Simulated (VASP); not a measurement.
TaN, 2 atoms in the cell. Symmetry: R-3m, No. 166, trigonal system. The conventional cell has a = 3.051 Å, b = 3.051 Å, c = 7.699 Å, α = 90.00°, β = 90.00°, γ = 120.00°. Ta (site symmetry -3m) has 6 N at 2.18 Å within 2.9 Å. Within 2.9 Å of N (site symmetry -3m) lie 6 Ta at 2.18 Å.  This cell differs from its parent crystal: equal xy, yz and zx shear strains of +2 %.

* Program: VASP 6.6.1
* Task: single point
* Functional: PBE
* Potentials or basis: VASP PAW PBE potentials, release 64 (Ta_pv, N)
* Cutoff: 520 eV
* k mesh: 9 × 9 × 9
* Occupations: fermi-dirac, width 0.02 eV
* Spin: no spin polarisation
* Dipole correction: no
* Further INCAR settings: ALGO = Normal; EDIFF = 1e-06; NBANDS = 15

Potentials or basis: VASP PAW PBE potentials, release 64 (Ta_pv, N).

Launch:

```bash
$ cat potpaw_PBE.64/Ta_pv/POTCAR potpaw_PBE.64/N/POTCAR > POTCAR
$ mpirun -np 1 vasp_std > vasp.out
```

Hardware: 1 thread of Intel(R) Xeon(R) Platinum 8488C (Sapphire Rapids), with other jobs on the host.

Question: Estimate the wall time of this run.

Answer: Run time: 10 s on 1 thread of Intel(R) Xeon(R) Platinum 8488C (Sapphire Rapids) (shared host), peak memory 0.16 GiB. Counts: scf iterations 12, k points 85.
